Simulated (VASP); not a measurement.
# Sr3Zn (Pm-3m) in VASP: notebook, part 2 of 2

VASP 6.6.1. Earlier steps stand in the parts before.

### 3 Single point, PBE

This run uses another cell than the first one, of 37.85 Å³/atom, 1.045 times its volume.

INCAR reads:

```
SYSTEM = Sr3Zn
PREC = Accurate ; ENCUT = 520
EDIFF = 1E-6 ; ISMEAR = 1
SIGMA = 0.1 ; LREAL = .FALSE.
LASPH = .TRUE. ; NELM = 60
ALGO = Normal ; ISIF = 2
LWAVE = .FALSE. ; LCHARG = .FALSE.
GGA = PE ; NBANDS = 29
```

KPOINTS reads:

```
regular mesh
0
G
  4 4 4
  0 0 0
```

POSCAR reads:

```
Sr3Zn
1.0
    5.3297303575      0.0000000000      0.0000000000
    0.0000000000      5.3297303575      0.0000000000
    0.0000000000      0.0000000000      5.3297303575
Sr Zn
3 1
Direct
    0.5000000000      0.0000000000      0.5000000000
    0.5000000000      0.5000000000      0.0000000000
    0.0000000000      0.5000000000      0.5000000000
    0.0000000000      0.0000000000      0.0000000000
```

Potentials or basis: VASP PAW PBE potentials, release 64 (Sr_sv, Zn).

Command:

```sh
cat potpaw_PBE.64/Sr_sv/POTCAR potpaw_PBE.64/Zn/POTCAR > POTCAR
mpirun -np 1 vasp_std > vasp.out
```

OUTCAR:

```text
SYSTEM = Sr3Zn
   PREC = Accurate
   ENCUT = 520
   EDIFF = 1E-6
   ISMEAR = 1
   LREAL = .FALSE.
   LASPH = .TRUE.
   NELM = 60
   ISIF = 2
   GGA = PE

 ion  position               nearest neighbor table
   1  0.500  0.000  0.500-   2 3.77   3 3.77   4 3.77   2 3.77   4 3.77   2 3.77   3 3.77   2 3.77
                             3 3.77   4 3.77   4 3.77   3 3.77
   2  0.500  0.500  0.000-   1 3.77   3 3.77   4 3.77   1 3.77   3 3.77   1 3.77   4 3.77   1 3.77
                             3 3.77   4 3.77   3 3.77   4 3.77
   3  0.000  0.500  0.500-   1 3.77   2 3.77   4 3.77   2 3.77   4 3.77   1 3.77   4 3.77   4 3.77
                             1 3.77   2 3.77   2 3.77   1 3.77
   4  0.000  0.000  0.000-   1 3.77   2 3.77   3 3.77   1 3.77   3 3.77   2 3.77   3 3.77   3 3.77
[... 508 lines left out ...]
  Total        1.3176727      1.3176727      1.3176727      0.0000000     -0.0000000      0.0000000
  in kB       13.9444828     13.9444828     13.9444828      0.0000000     -0.0000000      0.0000000
  external PRESSURE =      13.9444828 kB  Pullay stress =       0.0000000 kB

 VOLUME and BASIS-vectors are now :
 -----------------------------------------------------------------------------
  energy-cutoff  :      520.00
  volume of cell :      151.40
      direct lattice vectors                 reciprocal lattice vectors
     5.329730357  0.000000000  0.000000000     0.187626753  0.000000000  0.000000000
     0.000000000  5.329730357  0.000000000     0.000000000  0.187626753  0.000000000
     0.000000000  0.000000000  5.329730357     0.000000000  0.000000000  0.187626753

 POSITION                                       TOTAL-FORCE (eV/Angst)
 -----------------------------------------------------------------------------------
      2.66487      0.00000      2.66487         0.000000      0.000000      0.000000
      2.66487      2.66487      0.00000         0.000000      0.000000      0.000000
      0.00000      2.66487      2.66487         0.000000      0.000000      0.000000
      0.00000      0.00000      0.00000         0.000000      0.000000      0.000000
 -----------------------------------------------------------------------------------
    total drift:                               -0.000000     -0.000000     -0.000000

  FREE ENERGIE OF THE ION-ELECTRON SYSTEM (eV)
  ---------------------------------------------------
  free  energy   TOTEN  =        -5.6587788862 eV

  energy  without entropy=       -5.6491024574  energy(sigma->0) =       -5.65555341
```

OSZICAR:

```text
N       E                     dE             d eps       ncg     rms          rms(c)
DAV:   1     0.324030543112E+03    0.32403E+03   -0.19492E+04   580   0.138E+03
DAV:   2     0.265606538556E+02   -0.29747E+03   -0.29003E+03   615   0.341E+02
DAV:   3    -0.429606818613E+01   -0.30857E+02   -0.30356E+02   887   0.958E+01
DAV:   4    -0.582259568573E+01   -0.15265E+01   -0.15187E+01   800   0.177E+01
DAV:   5    -0.589277426674E+01   -0.70179E-01   -0.70164E-01   897   0.346E+00    0.255E+01
DAV:   6    -0.567666567127E+01    0.21611E+00   -0.95232E-01   688   0.632E+00    0.140E+01
DAV:   7    -0.567389786014E+01    0.27678E-02   -0.38947E-01   841   0.373E+00    0.260E+00
DAV:   8    -0.565897851423E+01    0.14919E-01   -0.42620E-02   824   0.129E+00    0.915E-01
DAV:   9    -0.565859187532E+01    0.38664E-03   -0.54656E-03   843   0.356E-01    0.127E-01
DAV:  10    -0.565884515726E+01   -0.25328E-03   -0.10853E-03   808   0.108E-01    0.170E-01
DAV:  11    -0.565877299381E+01    0.72163E-04   -0.21353E-04   739   0.482E-02    0.214E-02
DAV:  12    -0.565877858062E+01   -0.55868E-05   -0.20391E-05   718   0.177E-02    0.110E-02
DAV:  13    -0.565877888619E+01   -0.30558E-06   -0.15972E-06   528   0.663E-03
   1 F= -.56587789E+01 E0= -.56555534E+01  d E =-.967643E-02
```

stdout:

```text
POSCAR found type information on POSCAR SrZn
 POSCAR found :  2 types and       4 ions
 scaLAPACK will be used
 LDA part: xc-table for (Slater+PW92), standard interpolation
 POSCAR, INCAR and KPOINTS ok, starting setup
 FFT: planning ... GRIDC
 FFT: planning ... GRID_SOFT
 FFT: planning ... GRID
 WAVECAR not read
 entering main loop
```

Run time: 45 s. Hardware: 1 thread of Intel Xeon Platinum 8259CL at 2.50GHz (Skylake/Cascade Lake), shared host; peak memory 0.26 GiB.

What came out:

```
Free energy            : -5.6588 eV
Pressure               : 1.4 GPa
Band gap on the k mesh : zero (band 21 reaches 2.60 eV, above the bottom of band 22 at 2.11 eV)
```

### 4 Single point, PBE

This run uses another cell than the first one, of 39.49 Å³/atom, 1.091 times its volume.

INCAR reads:

```
SYSTEM = Sr3Zn
ALGO = Normal ; EDIFF = 1E-6
ENCUT = 520 ; GGA = PE
ISIF = 2 ; ISMEAR = 1
LASPH = .True. ; LCHARG = .True.
LELF = .True. ; LREAL = .False.
LVHAR = .True. ; LWAVE = .False.
NBANDS = 29 ; NELM = 80
PREC = Accurate ; SIGMA = 0.1
```

KPOINTS reads:

```
k-points
0
Gamma
  4 4 4
  0 0 0
```

POSCAR reads:

```
Sr3Zn
1.0
    5.4058796508      0.0000000000      0.0000000000
    0.0000000000      5.4058796508      0.0000000000
    0.0000000000      0.0000000000      5.4058796508
Sr Zn
3 1
Direct
    0.5000000000      0.0000000000      0.5000000000
    0.5000000000      0.5000000000      0.0000000000
    0.0000000000      0.5000000000      0.5000000000
    0.0000000000      0.0000000000      0.0000000000
```

Command:

```sh
cat potpaw_PBE.64/Sr_sv/POTCAR potpaw_PBE.64/Zn/POTCAR > POTCAR
mpirun -np 1 vasp_std > vasp.out
```

It took 59 s on 1 thread of Intel Xeon Platinum 8259CL at 2.50GHz (Skylake/Cascade Lake), shared host; peak memory 0.26 GiB.

It converged, with:

```
Free energy            : -5.6997 eV
Pressure               : 0.6 GPa
Band gap on the k mesh : zero (band 21 reaches 2.44 eV, above the bottom of band 22 at 1.96 eV)
```

Levels at points of the mesh, in eV from the Fermi level:
| k point | band 18 | band 19 | band 20 | band 21 | band 22 | band 23 | band 24 | band 25 |
| --- | --- | --- | --- | --- | --- | --- | --- | --- |
| (0.00, 0.00, 0.00) | -4.87 | -1.77 | 0.07 | 0.07 | 0.72 | 0.72 | 0.72 | 1.10 |
| (0.50, 0.00, 0.00) | -3.96 | -2.59 | -0.37 | 0.23 | 0.23 | 1.09 | 1.19 | 1.70 |
| (0.50, 0.50, 0.00) | -3.53 | -1.50 | -1.50 | -0.74 | 0.13 | 1.12 | 1.29 | 1.29 |
| (0.50, 0.50, 0.50) | -3.62 | -0.63 | -0.63 | -0.63 | -0.06 | -0.06 | -0.06 | 0.81 |

### 5 Single point, PBE

This run uses another cell than the first one, of 41.14 Å³/atom, 1.136 times its volume.

INCAR reads:

```
SYSTEM = Sr3Zn
ALGO = Normal ; EDIFF = 1E-6
ENCUT = 520 ; GGA = PE
ISIF = 2 ; ISMEAR = 1
LASPH = .True. ; LCHARG = .False.
LREAL = .False. ; LWAVE = .False.
NBANDS = 29 ; NELM = 100
PREC = Accurate ; SIGMA = 0.1
```

KPOINTS is that of step 4.

POSCAR reads:

```
Sr3Zn
1.0
    5.4799420000      0.0000000000      0.0000000000
    0.0000000000      5.4799420000      0.0000000000
    0.0000000000      0.0000000000      5.4799420000
Sr Zn
3 1
Direct
    0.5000000000      0.0000000000      0.5000000000
    0.5000000000      0.5000000000      0.0000000000
    0.0000000000      0.5000000000      0.5000000000
    0.0000000000      0.0000000000      0.0000000000
```

Command:

```sh
cat potpaw_PBE.64/Sr_sv/POTCAR potpaw_PBE.64/Zn/POTCAR > POTCAR
mpirun -np 1 vasp_std > vasp.out
```

Run time: 76 s. Hardware: 1 thread of Intel Xeon Platinum 8259CL at 2.50GHz (Skylake/Cascade Lake), shared host; peak memory 0.27 GiB.

The run converged. Its results:

```
Free energy            : -5.7114 eV
Pressure               : 0.0 GPa
Band gap on the k mesh : zero (band 21 reaches 2.30 eV, above the bottom of band 22 at 1.78 eV)
```

Levels at points of the mesh, in eV from the Fermi level:
```tsv
k point	band 17	band 18	band 19	band 20	band 21	band 22	band 23	band 24	band 25	band 26
(0.00, 0.00, 0.00)	-6.78	-4.78	-1.73	0.09	0.09	0.74	0.74	0.74	1.04	1.04
(0.50, 0.00, 0.00)	-6.77	-3.90	-2.57	-0.33	0.25	0.25	1.10	1.17	1.53	1.64
(0.50, 0.50, 0.00)	-6.76	-3.48	-1.49	-1.49	-0.81	0.18	1.08	1.28	1.28	1.97
(0.50, 0.50, 0.50)	-6.76	-3.55	-0.64	-0.64	-0.64	-0.09	-0.09	-0.09	0.69	2.48
```

### 6 Summary

| cell | gap on the mesh (eV) | pressure (GPa) |
| --- | --- | --- |
| a = 5.251 Å, 4 atoms | none | 2.3 |
| a = 5.330 Å, 4 atoms | none | 1.4 |
| a = 5.406 Å, 4 atoms | none | 0.6 |
| a = 5.480 Å, 4 atoms | none | 0.0 |

Alike in all rows: task single point; level PBE; potentials or basis VASP PAW PBE potentials, release 64 (Sr_sv, Zn); no spin polarisation; k mesh 4 × 4 × 4; cutoff (eV) 520; smearing methfessel-paxton 0.1 eV.

Total energies depend on the potentials used, so only differences within one code and one set of settings carry meaning.
